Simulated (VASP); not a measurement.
# Co (Pm-3m) in VASP: relaxation of cell and atoms with r2SCAN

Aim: the relaxation of cell and atoms of Co with r2SCAN.

Program: VASP 6.6.1. These are calculated values, not measurements. Logs are shortened: lines on timing, memory, paths and dates and some standing lists are left out, and cuts for length are marked.

### Step 1. The cell of the first run

Symmetry: Pm-3m, No. 221, cubic system. Conventional cell: a = 2.287 Å, b = 2.287 Å, c = 2.287 Å, α = 90.00°, β = 90.00°, γ = 90.00°. Within 3.0 Å of Co (site symmetry m-3m) lie 6 Co at 2.29 Å.

This isn't the form of Co at room conditions, which is hcp.

### Step 2. Relaxation of cell and atoms, r2SCAN, collinear spin, antiferromagnetic start

POSCAR

```
Co
1.0
    0.0000000000      2.2868488050      2.2868488050
    2.2868488050      0.0000000000      2.2868488050
    2.2868488050      2.2868488050      0.0000000000
Co
2
Direct
    0.0000000000      0.0000000000      0.0000000000
    0.5000000000      0.5000000000      0.5000000000
```

INCAR.step1

```
SYSTEM = Co
  PREC = Accurate
  ENCUT = 600
  ISMEAR = -1
  SIGMA = 0.05
  LREAL = .False.
  LASPH = .True.
  NELM = 150
  ISPIN = 2
  MAGMOM = 1.7 -1.7
  LMAXMIX = 4
  GGA = PE
  ALGO = Normal
  EDIFF = 1E-4
  LWAVE = .True.
  LCHARG = .False.
```

INCAR.step2

```
SYSTEM = Co
  PREC = Accurate
  ENCUT = 600
  EDIFF = 1E-6
  ISMEAR = -1
  SIGMA = 0.05
  LREAL = .False.
  LASPH = .True.
  NELM = 150
  ALGO = Normal
  ISIF = 3
  LWAVE = .False.
  LCHARG = .False.
  ISPIN = 2
  MAGMOM = 1.7 -1.7
  LORBIT = 11
  LMAXMIX = 4
  METAGGA = R2SCAN
  LMIXTAU = .True.
  IBRION = 2
  NSW = 80
  EDIFFG = -0.01
  ISTART = 1
```

KPOINTS

```
Automatic mesh
0
Gamma
  12 12 12
  0 0 0
```

Potentials or basis: VASP PAW PBE potentials, release 64 (Co).

Run with:

```bash
$ cat potpaw_PBE.64/Co/POTCAR > POTCAR
$ cp INCAR.step1 INCAR
$ mpirun -np 1 vasp_std > vasp.out
$ cp INCAR.step2 INCAR
$ mpirun -np 1 vasp_std > vasp.out
```

OUTCAR:

```text
SYSTEM = Co
   PREC = Accurate
   ENCUT = 600
   EDIFF = 1E-6
   ISMEAR = -1
   LREAL = .False.
   LASPH = .True.
   NELM = 150
   ISIF = 3
   ISPIN = 2
   LORBIT = 11
   METAGGA = R2SCAN
   IBRION = 2
   NSW = 80
   EDIFFG = -0.01
   ISTART = 1

 ion  position               nearest neighbor table
   1  0.000  0.000  0.000-   2 2.29   2 2.29   2 2.29   2 2.29   2 2.29   2 2.29
   2  0.500  0.500  0.500-   1 2.29   1 2.29   1 2.29   1 2.29   1 2.29   1 2.29

  LATTYP: Found a face centered cubic cell.
 ALAT       =     4.5736976100

  Lattice vectors:

 A1 = (   0.0000000000,   2.2868488050,   2.2868488050)
 A2 = (   2.2868488050,   0.0000000000,   2.2868488050)
 A3 = (   2.2868488050,   2.2868488050,   0.0000000000)

Analysis of symmetry for initial positions (statically):
=====================================================================
 Subroutine PRICEL returns following result:

  LATTYP: Found a simple cubic cell.
 ALAT       =     2.2868488050
[... 12 lines left out ...]
 Subroutine GETGRP returns: Found 48 space group operations
 (whereof 48 operations were pure point group operations)
 out of a pool of 48 trial point group operations.

The static configuration has the point symmetry O_h .

Analysis of symmetry for dynamics (positions and initial velocities):
=====================================================================
 Subroutine PRICEL returns following result:

  LATTYP: Found a simple cubic cell.
 ALAT       =     2.2868488050
[... 12 lines left out ...]
 Subroutine GETGRP returns: Found 48 space group operations
 (whereof 48 operations were pure point group operations)
 out of a pool of 48 trial point group operations.

The dynamic configuration has the point symmetry O_h .

Analysis of structural, dynamic, and magnetic symmetry:
=====================================================================
 Subroutine PRICEL returns following result:

  LATTYP: Found a simple cubic cell.
 ALAT       =     2.2868488050
[... 12 lines left out ...]
 Subroutine GETGRP returns: Found 48 space group operations
 (whereof 48 operations were pure point group operations)
 out of a pool of 48 trial point group operations.

The overall configuration has the point symmetry O_h .

 Subroutine INISYM returns: Found 48 space group operations
 (whereof 48 operations are pure point group operations),
 and found     2 'primitive' translations

----------------------------------------------------------------------------------------

                                     Primitive cell

  volume of cell :      11.9595

  direct lattice vectors                    reciprocal lattice vectors
    -2.286848805  0.000000000  0.000000000    -0.437282954  0.000000000  0.000000000
     0.000000000  0.000000000  2.286848805     0.000000000  0.000000000  0.437282954
     0.000000000  2.286848805  0.000000000     0.000000000  0.437282954  0.000000000

  length of vectors
     2.286848805  2.286848805  2.286848805     0.437282954  0.437282954  0.437282954

  position of ions in fractional coordinates (direct lattice)
     0.000000000  0.000000000  0.000000000

  ion indices of the primitive-cell ions
   primitive index   ion index
                 1           1

----------------------------------------------------------------------------------------

 KPOINTS: Automatic mesh

Automatic generation of k-mesh.
 Grid dimensions read from file:
 generate k-points for:   12   12   12

 Generating k-lattice:

  Cartesian coordinates                     Fractional coordinates (reciprocal lattice)
    -0.018220123  0.018220123  0.018220123     0.083333333  0.000000000  0.000000000
     0.018220123 -0.018220123  0.018220123     0.000000000  0.083333333  0.000000000
     0.018220123  0.018220123 -0.018220123     0.000000000  0.000000000  0.083333333

  Length of vectors
     0.031558179  0.031558179  0.031558179

  Shift w.r.t. Gamma in fractional coordinates (k-lattice)
     0.000000000  0.000000000  0.000000000

 Subroutine IBZKPT returns following result:
 ===========================================

 Found     72 irreducible k-points:

 Following reciprocal coordinates:
            Coordinates               Weight
  0.000000  0.000000  0.000000      1.000000
  0.083333  0.000000  0.000000      8.000000
  0.166667  0.000000  0.000000      8.000000
  0.250000  0.000000  0.000000      8.000000
  0.333333  0.000000  0.000000      8.000000
  0.416667  0.000000  0.000000      8.000000
[... 16 lines left out ...]
  0.500000  0.166667  0.000000     24.000000
 -0.416667  0.166667  0.000000     24.000000
 [... further k-points ...]
   k-points           NKPTS =     72   k-points in BZ     NKDIM =     72   number of bands    NBANDS=     13
   number of dos      NEDOS =    301   number of ions     NIONS =      2
   total plane-waves  NPLWV =  21952
   dimension x,y,z NGX =    28 NGY =   28 NGZ =   28
   dimension x,y,z NGXF=    56 NGYF=   56 NGZF=   56
   ions per type =               2
   NGX,Y,Z   is equivalent  to a cutoff of  14.39, 14.39, 14.39 a.u.
   NGXF,Y,Z  is equivalent  to a cutoff of  28.79, 28.79, 28.79 a.u.
 SYSTEM =  Co
   PREC   = accura    normal or accurate (medium, high low for compatibility)
   ISTART =      1    job   : 0-new  1-cont  2-samecut
   ICHARG =      0    charge: 1-file 2-atom 10-const
   ISPIN  =      2    spin polarized calculation?
   LNONCOLLINEAR =      F non collinear calculations
   LSORBIT =      F    spin-orbit coupling
   LASPH  =      T    aspherical Exc in radial PAW
   ENCUT  =  600.0 eV  44.10 Ry    6.64 a.u.   6.46  6.46  6.46*2*pi/ulx,y,z
   NELM   =    150;   NELMIN=  2; NELMDL=  0     # of ELM steps
   EDIFF  = 0.1E-05   stopping-criterion for ELM
   LREAL  =      F    real-space projection
   EDIFFG = -.1E-01   stopping-criterion for IOM
   NSW    =     80    number of steps for IOM
   IBRION =      2    ionic relax: 0-MD 1-quasi-New 2-CG
   NFREE  =      1    steps in history (QN), initial steepest desc. (CG)
   ISIF   =      3    stress and relaxation
   ISYM   =      2    0-nonsym 1-usesym 2-fastsym
   POTIM  = 0.5000    time-step for ionic-motion
   TEBEG  =    0.0;   TEEND  =   0.0 temperature during run
   PSTRESS=    0.0 pullay stress
   NELECT =      18.0000    total number of electrons
   NUPDOWN=      -1.0000    fix difference up-down
   EMIN   =  10.00;   EMAX   =-10.00  energy-range for DOS
   EFERMI =   0.00;   METHOD = LEGACY
   ISMEAR =    -1;   SIGMA  =   0.05  broadening in eV -4-tet -1-fermi 0-gaus
   EFERMI_NEDOS =   21; number of points for ismear=-14 and -15
   IALGO  =     38    algorithm
   IMIX   =      4    mixing-type and parameters
     AMIX     =   0.40;   BMIX     =  1.00
     AMIX_MAG =   1.60;   BMIX_MAG =  1.00
  volume/ion in A,a.u.               =      11.96        80.71
  Fermi-wavevector in a.u.,A,eV,Ry     =   1.489081  2.813954 30.169030  2.217361
  Thomas-Fermi vector in A             =   2.602034
   LORBIT       =     11    0 simple, 1 ext, 2 COOP (PROOUT), +10 PAW based schemes
   METAGGA = R2SCAN    functional components
   LHFCALC =     F    Hartree Fock is set to
   AEXX    =    0.0000 exact exchange contribution
   IVDW    =     0    specifies the selected vdW correction
   LEPSILON=     F    determine dielectric tensor
   LRPA    =     F    only Hartree local field effects (RPA)
 conjugate gradient relaxation of ions
 spin polarized calculation
  energy-cutoff  :      600.00
  volume of cell :       23.92
 maximum number of plane-waves:       821
 NGX is ok and might be reduce to    28
   NGX = 13   NGY = 13   NGZ = 13

--------------------------------------- Ionic step        1  -------------------------------------------

 number of electron      18.0000006 magnetization      -0.0000000

 number of electron      18.0000006 magnetization       0.0000000

 Free energy of the ion-electron system (eV)
  ---------------------------------------------------
  ext. energy  EPLUGINS =         0.00000000
  ---------------------------------------------------
  free energy    TOTEN  =       -23.65081842 eV

  energy without entropy =      -23.60499302  energy(sigma->0) =      -23.62790572

------------------------ aborting loop because EDIFF is reached ----------------------------------------

  FORCE on cell =-STRESS in cart. coord.  units (eV):
  Direction    XX          YY          ZZ          XY          YZ          ZX
  --------------------------------------------------------------------------------------
  -------------------------------------------------------------------------------------
  Total       -1.3461282     -1.3461282     -1.3461282     -0.0000000      0.0000000     -0.0000000
  in kB      -90.1684604    -90.1684604    -90.1684604     -0.0000000      0.0000000     -0.0000000
  external PRESSURE =     -90.1684604 kB  Pullay stress =       0.0000000 kB
[... 25 lines left out ...]
 number of electron      17.9999998 magnetization       0.0000000

 number of electron      17.9999998 magnetization      -0.0000000

 E-fermi :  10.1860     XC(G=0): -14.3961

 val. band max:       10.1746661647   @ k =  -0.2500   0.4167   0.1667
 cond. band min:      10.1894871372   @ k =  -0.2500   0.5000   0.2500
 fundamental gap:      0.0148209724
 Fermi energy:        10.1859678010

 spin component 1

 k-point     1 :       0.0000    0.0000    0.0000
  band No.  band energies     occupation
      1       1.0430      1.00000
      2       5.9495      1.00000
      3       5.9495      1.00000
      4       6.3493      1.00000
      5       6.3493      1.00000
      6       6.3493      1.00000
      7      10.7634      0.00001
      8      10.7634      0.00001
      9      10.7634      0.00001
     10      11.8976      0.00000
     11      11.8976      0.00000
     12      24.7609      0.00000
[... 794 lines left out ...]
 number of electron      18.0000000 magnetization      -0.0000000

 number of electron      18.0000000 magnetization       0.0000000

 Free energy of the ion-electron system (eV)
  ---------------------------------------------------
  ext. energy  EPLUGINS =         0.00000000
  ---------------------------------------------------
  free energy    TOTEN  =       -23.68390780 eV

  energy without entropy =      -23.64138625  energy(sigma->0) =      -23.66264702

 E-fermi :   9.4197     XC(G=0): -14.0506

 val. band max:        9.4100197495   @ k =  -0.2500   0.4167   0.1667
 cond. band min:       9.4215891043   @ k =   0.4167   0.0833   0.0000
 fundamental gap:      0.0115693548
 Fermi energy:         9.4197233124

 spin component 1

 k-point     1 :       0.0000    0.0000    0.0000
  band No.  band energies     occupation
      1       0.6277      1.00000
      2       5.4753      1.00000
      3       5.4753      1.00000
      4       5.8710      1.00000
      5       5.8710      1.00000
      6       5.8710      1.00000
      7       9.9540      0.00002
      8       9.9540      0.00002
      9       9.9540      0.00002
     10      11.0082      0.00000
     11      11.0082      0.00000
     12      23.3704      0.00000
[... 786 lines left out ...]
  FREE ENERGIE OF THE ION-ELECTRON SYSTEM (eV)
  ---------------------------------------------------
  free  energy   TOTEN  =       -23.6839078016 eV

  energy  without entropy=      -23.6413862470  energy(sigma->0) =      -23.66264702

 reached required accuracy - stopping structural energy minimisation

 total charge

# of ion       s       p       d       tot
------------------------------------------
    1        0.543   0.468   7.416   8.427
    2        0.543   0.468   7.416   8.427
--------------------------------------------------
tot          1.086   0.936  14.833  16.855

 magnetization (x)

# of ion       s       p       d       tot
------------------------------------------
    1       -0.000   0.000   0.000   0.000
    2        0.000  -0.000  -0.000  -0.000
--------------------------------------------------
tot          0.000   0.000   0.000   0.000
```

Run time: 8.4 min. Hardware: 1 thread of AMD EPYC 9R45 (Zen 5), shared host; peak memory 0.19 GiB.

Results:

| Quantity | Value |
| --- | --- |
| Free energy | -23.6839 eV |
| Relaxed volume | 11.40 Å³/atom |
| Relaxed cell | a = 3.183 Å, b = 3.183 Å, c = 3.183 Å, α = 60.00°, β = 60.00°, γ = 60.00° |
| Space group after relaxing (to 0.1 Å) | Pm-3m (No. 221) |
| Energy gained by relaxing | 16.5 meV/atom |
| Ionic steps | 3 |
| Pressure after relaxing | -0.1 GPa |
| Band gap on the k mesh | zero (filled and empty bands overlap) |
| Net moment | 0.00 μB per cell |
| Valence electrons inside the program's atomic spheres | Co 8.43 |

The path:
```
step  energy change (eV)  largest force (eV/Å)  pressure (GPa)  volume (Å³)
   1              0.0000                0.0000           -9.02        23.92
   2              0.0066                0.0000           11.81        21.66
   3             -0.0331                0.0000           -0.07        22.80
```

Final structure:
```yaml
crystal:
  lattice:
    - [0.00000, 2.25069, 2.25069]
    - [2.25069, 0.00000, 2.25069]
    - [2.25069, 2.25069, 0.00000]
  atoms:
    - { symbol: Co, position: [0.00000, 0.00000, 0.00000] }
    - { symbol: Co, position: [0.50000, 0.50000, 0.50000] }
```

Caveat: the moments typed at the start vanished in this run; the PAW data sets were made with another functional, which shifts forces and pressure a little.
